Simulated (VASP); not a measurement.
# KI (I4/mmm) in VASP: notebook

The runs below take KI through single point, with PBE.

Everything below comes from runs of VASP 6.6.1. Logs are shortened: lines on timing, memory, paths and dates and some standing lists are left out, and cuts for length are marked.

**1. The cell of the first run**

Symmetry: I4/mmm, No. 139, tetragonal system. The conventional cell has a = 4.860 Å, b = 4.860 Å, c = 7.402 Å, α = 90.00°, β = 90.00°, γ = 90.00°. K (site symmetry 4/mmm) has 6 I at 3.44 to 3.70 Å within 4.5 Å. I (site symmetry 4/mmm) has 6 K at 3.44 to 3.70 Å within 4.5 Å.

**2. Single point, PBE (strain -0.025 along x and y, +0.050 along z)**

INCAR reads:

```
SYSTEM = KI
PREC     = Accurate       ! precision mode
ENCUT    = 520            ! plane-wave cutoff, eV
EDIFF    = 1E-6           ! SCF threshold, eV
ISMEAR   = 0              ! smearing method
SIGMA    = 0.05           ! smearing width, eV
LREAL    = .FALSE.        ! projectors in reciprocal space
LASPH    = .TRUE.         ! aspherical terms in the spheres
NELM     = 100            ! most SCF steps
ALGO     = Normal         ! electronic algorithm
ISIF     = 2              ! what is computed and relaxed
LWAVE    = .FALSE.        ! write WAVECAR
LCHARG   = .TRUE.         ! write CHGCAR
GGA      = PE             ! functional
LELF     = .TRUE.         ! ELF
LVHAR    = .TRUE.       
NBANDS   = 15             ! bands
```

KPOINTS reads:

```
Automatic mesh
0
G
  6 6 6
  0 0 0
```

POSCAR reads:

```
KI
1.0
    0.0000000000      3.4364362500      3.7007775000
    3.4364362500      0.0000000000      3.7007775000
    3.4364362500      3.4364362500      0.0000000000
K I
1 1
Direct
    0.0000000000      0.0000000000      0.0000000000
    0.5000000000      0.5000000000      0.5000000000
```

Potentials or basis: VASP PAW PBE potentials, release 64 (K_sv, I).

Command:

```sh
cat potpaw_PBE.64/K_sv/POTCAR potpaw_PBE.64/I/POTCAR > POTCAR
mpirun -np 1 vasp_std > vasp.out
```

OUTCAR:

```text
SYSTEM = KI
   PREC = Accurate
   ENCUT = 520
   EDIFF = 1E-6
   ISMEAR = 0
   LREAL = .FALSE.
   LASPH = .TRUE.
   NELM = 100
   ISIF = 2
   GGA = PE

 ion  position               nearest neighbor table
   1  0.000  0.000  0.000-   2 3.44   2 3.44   2 3.44   2 3.44
   2  0.500  0.500  0.500-   1 3.44   1 3.44   1 3.44   1 3.44

  LATTYP: Found a body centered tetragonal cell.
 ALAT       =     4.8598547510
 C/A-ratio  =     1.5229992210

  Lattice vectors:

 A1 = (  -3.4364362500,   0.0000000000,   3.7007775000)
 A2 = (   3.4364362500,   0.0000000000,   3.7007775000)
 A3 = (   0.0000000000,   3.4364362500,  -3.7007775000)

Analysis of symmetry for initial positions (statically):
=====================================================================
 Subroutine PRICEL returns:
 Original cell was already a primitive cell.

 Routine SETGRP: Setting up the symmetry group for a
 body centered tetragonal supercell.

 Subroutine GETGRP returns: Found 16 space group operations
 (whereof 16 operations were pure point group operations)
 out of a pool of 16 trial point group operations.

The static configuration has the point symmetry D_4h.

Analysis of symmetry for dynamics (positions and initial velocities):
=====================================================================
 Subroutine PRICEL returns:
 Original cell was already a primitive cell.

 Routine SETGRP: Setting up the symmetry group for a
 body centered tetragonal supercell.

 Subroutine GETGRP returns: Found 16 space group operations
 (whereof 16 operations were pure point group operations)
 out of a pool of 16 trial point group operations.

The dynamic configuration has the point symmetry D_4h.

 Subroutine INISYM returns: Found 16 space group operations
 (whereof 16 operations are pure point group operations),
 and found     1 'primitive' translations

----------------------------------------------------------------------------------------

                                     Primitive cell

  volume of cell :      87.4057

  direct lattice vectors                    reciprocal lattice vectors
     0.000000000  3.436436250  3.700777500    -0.145499571  0.145499571  0.135106744
     3.436436250  0.000000000  3.700777500     0.145499571 -0.145499571  0.135106744
     3.436436250  3.436436250  0.000000000     0.145499571  0.145499571 -0.135106744

  length of vectors
     5.050232490  5.050232490  4.859854751     0.246158654  0.246158654  0.246158654

[... 90 lines left out ...]
   PSTRESS=    0.0 pullay stress
   NELECT =      16.0000    total number of electrons
   NUPDOWN=      -1.0000    fix difference up-down
   EMIN   =  10.00;   EMAX   =-10.00  energy-range for DOS
   EFERMI =   0.00;   METHOD = LEGACY
   ISMEAR =     0;   SIGMA  =   0.05  broadening in eV -4-tet -1-fermi 0-gaus
   EFERMI_NEDOS =   21; number of points for ismear=-14 and -15
   IALGO  =     38    algorithm
   IMIX   =      4    mixing-type and parameters
     AMIX     =   0.40;   BMIX     =  1.00
     AMIX_MAG =   1.60;   BMIX_MAG =  1.00
  volume/ion in A,a.u.               =      43.70       294.92
  Fermi-wavevector in a.u.,A,eV,Ry     =   0.929540  1.756577 11.756053  0.864046
  Thomas-Fermi vector in A             =   2.055834
   LORBIT       =      0    0 simple, 1 ext, 2 COOP (PROOUT), +10 PAW based schemes
   GGA     = PE    functional components
   LHFCALC =     F    Hartree Fock is set to
   AEXX    =    0.0000 exact exchange contribution
   IVDW    =     0    specifies the selected vdW correction
   LEPSILON=     F    determine dielectric tensor
   LRPA    =     F    only Hartree local field effects (RPA)
 non-spin polarized calculation
 Gauss-broadening in eV      SIGMA  =   0.05
  energy-cutoff  :      520.00
  volume of cell :       87.41
 maximum number of plane-waves:      2370
 NGX is ok and might be reduce to    40
   NGX = 19   NGY = 19   NGZ = 19

 number of electron      15.9999999 magnetization

 Free energy of the ion-electron system (eV)
  ---------------------------------------------------
  ext. energy  EPLUGINS =         0.00000000
  ---------------------------------------------------
  free energy    TOTEN  =        -5.52733092 eV

  energy without entropy =       -5.52733092  energy(sigma->0) =       -5.52733092

 E-fermi :  -0.1340     XC(G=0):  -7.2053

 val. band max:       -0.3609141434   @ k =   0.0000   0.0000   0.0000
 cond. band min:       3.6045530764   @ k =   0.0000   0.0000   0.0000
 fundamental gap:      3.9654672197
 Fermi energy:        -0.1339795256

 k-point     1 :       0.0000    0.0000    0.0000
  band No.  band energies     occupation
      1     -28.8455      2.00000
      2     -12.3386      2.00000
      3     -12.3369      2.00000
      4     -12.3369      2.00000
      5     -10.8920      2.00000
      6      -0.3859      2.00000
      7      -0.3609      2.00000
      8      -0.3609      2.00000
      9       3.6046      0.00000
     10       5.8393      0.00000
     11       6.2835      0.00000
     12       6.2835      0.00000
     13       6.7337      0.00000
     14       6.9863      0.00000
[... 401 lines left out ...]
      2     -12.4099      2.00000
      3     -12.3648      2.00000
      4     -12.3532      2.00000
      5     -10.6948      2.00000
      6      -1.3452      2.00000
      7      -0.9178      2.00000
      8      -0.7536      2.00000
      9       4.9401      0.00000
     10       5.8711      0.00000
     11       7.3780      0.00000
     12       7.9063      0.00000
     13       8.5609      0.00000
     14       8.9643      0.00000
     15       9.5820      0.00000

 [... further k-points ...]

------------------------ aborting loop because EDIFF is reached ----------------------------------------

  FORCE on cell =-STRESS in cart. coord.  units (eV):
  Direction    XX          YY          ZZ          XY          YZ          ZX
  --------------------------------------------------------------------------------------
  -------------------------------------------------------------------------------------
  Total        0.8521981      0.8521981     -0.1535584      0.0000000      0.0000000      0.0000000
  in kB       15.6210993     15.6210993     -2.8147812      0.0000000      0.0000000      0.0000000
  external PRESSURE =       9.4758058 kB  Pullay stress =       0.0000000 kB

 VOLUME and BASIS-vectors are now :
 -----------------------------------------------------------------------------
  energy-cutoff  :      520.00
  volume of cell :       87.41
      direct lattice vectors                 reciprocal lattice vectors
     0.000000000  3.436436250  3.700777500    -0.145499571  0.145499571  0.135106744
     3.436436250  0.000000000  3.700777500     0.145499571 -0.145499571  0.135106744
     3.436436250  3.436436250  0.000000000     0.145499571  0.145499571 -0.135106744

 POSITION                                       TOTAL-FORCE (eV/Angst)
 -----------------------------------------------------------------------------------
      0.00000      0.00000      0.00000         0.000000     -0.000000     -0.000000
      3.43644      3.43644      3.70078        -0.000000      0.000000      0.000000
 -----------------------------------------------------------------------------------
    total drift:                                0.000000     -0.000000     -0.000000

  FREE ENERGIE OF THE ION-ELECTRON SYSTEM (eV)
  ---------------------------------------------------
  free  energy   TOTEN  =        -5.5273309171 eV

  energy  without entropy=       -5.5273309171  energy(sigma->0) =       -5.52733092
```

It took 38 s on 1 thread of Intel Xeon Platinum 8488C (Sapphire Rapids), shared host; peak memory 0.24 GiB.

Results:

| Item | Value |
| --- | --- |
| Free energy | -5.5273 eV |
| Pressure | 0.9 GPa |
| Band gap on the k mesh | 3.97 eV, direct |

Stress tensor (GPa, compression positive):
```
 1.56  0.00  0.00
 0.00  1.56  0.00
 0.00  0.00 -0.28
```

Levels at points of the mesh, in eV from the valence-band top:
| k point | band 4 | band 5 | band 6 | band 7 | band 8 | band 9 | band 10 | band 11 | band 12 | band 13 |
| --- | --- | --- | --- | --- | --- | --- | --- | --- | --- | --- |
| (0.00, 0.00, 0.00) | -11.98 | -10.53 | -0.03 | 0.00 | 0.00 | 3.97 | 6.20 | 6.64 | 6.64 | 7.09 |
| (0.50, 0.00, 0.00) | -11.97 | -10.22 | -1.36 | -0.38 | -0.34 | 5.51 | 7.70 | 7.92 | 8.46 | 8.71 |
| (0.50, 0.50, 0.00) | -11.99 | -10.40 | -1.06 | -0.30 | -0.30 | 4.95 | 5.80 | 7.99 | 8.61 | 8.75 |
| (0.50, 0.00, 0.50) | -11.99 | -10.37 | -0.99 | -0.46 | -0.37 | 4.90 | 5.80 | 8.15 | 8.80 | 8.92 |

Caveat: the cell differs from its parent crystal (strain -0.025 along x and y, +0.050 along z); spin-orbit coupling is left out, which moves the levels of the heavy elements.

**3. Single point, PBE (strain +0.025 along x and y, -0.050 along z)**

INCAR reads:

```
ALGO = Normal
EDIFF = 1E-7
ENCUT = 520
GGA = PE
ISIF = 2
ISMEAR = 0
LASPH = T
LCHARG = T
LELF = T
LREAL = F
LVHAR = T
LWAVE = F
NBANDS = 15
NELM = 60
PREC = Accurate
SIGMA = 0.05
```

KPOINTS reads:

```
k-points
0
Gamma
  6 6 6
```

POSCAR reads:

```
KI
1.0
    0.0000000000      3.6126637500      3.3483225000
    3.6126637500      0.0000000000      3.3483225000
    3.6126637500      3.6126637500      0.0000000000
K I
1 1
Direct
    0.0000000000      0.0000000000      0.0000000000
    0.5000000000      0.5000000000      0.5000000000
```

Potentials or basis: VASP PAW PBE potentials, release 64 (K_sv, I).

Command:

```sh
cat potpaw_PBE.64/K_sv/POTCAR potpaw_PBE.64/I/POTCAR > POTCAR
mpirun -np 1 vasp_std > vasp.out
```

Wall time 42 s (1 thread of Intel Xeon Platinum 8488C (Sapphire Rapids), shared host); peak memory 0.25 GiB.

The run converged. Its results:

```yaml
Free_energy: -5.5203 eV
Pressure: 1.0 GPa
Band_gap_on_the_k_mesh: 3.95 eV, direct
```

Stress tensor (GPa, compression positive):
```
0.14 0.00 0.00
0.00 0.14 0.00
0.00 0.00 2.65
```

Levels at points of the mesh, in eV from the valence-band top:
| k point | band 5 | band 6 | band 7 | band 8 | band 9 | band 10 | band 11 | band 12 |
| --- | --- | --- | --- | --- | --- | --- | --- | --- |
| (0.00, 0.00, 0.00) | -10.54 | -0.02 | -0.02 | 0.00 | 3.95 | 6.33 | 6.33 | 6.80 |
| (0.50, 0.00, 0.00) | -10.23 | -1.37 | -0.38 | -0.36 | 5.51 | 7.70 | 7.87 | 8.50 |
| (0.50, 0.50, 0.00) | -10.38 | -0.96 | -0.47 | -0.47 | 4.86 | 5.82 | 8.23 | 8.79 |
| (0.50, 0.00, 0.50) | -10.40 | -1.06 | -0.38 | -0.31 | 4.94 | 5.77 | 8.02 | 8.71 |

Caveat: the cell differs from its parent crystal (strain +0.025 along x and y, -0.050 along z); spin-orbit coupling is left out, which moves the levels of the heavy elements.

(Continued in part 2 of 2.)
